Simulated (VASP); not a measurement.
Here is a VASP 6.6.1 calculation.

INCAR

```
ALGO     = Normal         # electronic algorithm
EDIFF    = 1E-6           # SCF threshold, eV
EDIFFG   = -0.04          # ionic threshold
ENCUT    = 600            # plane-wave cutoff, eV
GGA      = PE             # functional
IBRION   = 2              # ionic algorithm
ISIF     = 3              # what is computed and relaxed
ISMEAR   = 0              # smearing method
LASPH    = T              # aspherical terms in the spheres
LCHARG   = F              # write CHGCAR
LREAL    = F              # projectors in reciprocal space
LWAVE    = F              # write WAVECAR
NELM     = 60             # most SCF steps
NSW      = 90             # ionic steps
PREC     = Accurate       # precision mode
SIGMA    = 0.1            # smearing width, eV
```

File KPOINTS:

```
k-points
0
Gamma
  9 9 6
```

The input POSCAR:

```
Al
1.0
    2.7246190600      0.0000000000      0.0000000000
   -1.3623095300      2.3595893300      0.0000000000
    0.0000000000      0.0000000000      3.3895992400
Al
2
Direct
    0.3333333300      0.6666666700      0.0000000000
    0.6666666700      0.3333333300      0.0000000000
```

Potentials or basis: VASP PAW PBE potentials, release 64 (Al).

Command:

```console
$ cat potpaw_PBE.64/Al/POTCAR > POTCAR
$ mpirun -np 1 vasp_std > vasp.out
```

Q: What does it give for the relaxed volume?

A: 24.66 Å³/atom.

Q: Predict the space group after relaxing (to 0.05 Å).

A: P6/mmm (No. 191).

Q: Estimate the relaxed cell.

A: a = 4.578 Å, b = 4.578 Å, c = 2.718 Å, α = 90.00°, β = 90.00°, γ = 120.00°.

Step by step:
```tsv
step	energy change (eV)	largest force (eV/Å)	pressure (GPa)	volume (Å³)
1	0.0000	0.0000	329.40	21.79
2	-24.2760	0.0000	-3.73	148.54
3	-24.3657	0.0000	-3.89	142.71
4	-24.4551	0.0000	-4.06	137.16
5	-26.5946	0.0000	-5.75	67.25
6	-24.5224	0.0000	33.17	41.43
7	-26.7005	0.0000	-4.62	63.45
8	-26.7417	0.0000	-1.14	57.59
9	-26.7512	0.0000	-2.56	59.51
10	-26.7500	0.0000	-1.91	58.57
11	-26.8973	0.0000	-1.87	55.45
12	-27.1273	0.0000	3.30	46.01
13	-27.1377	0.0000	0.47	48.93
14	-27.1476	0.0000	1.42	47.72
15	-27.1578	0.0000	-0.15	49.32
```

Caveat: the volume moved by over 15 % at a fixed basis, so the end points are rough.
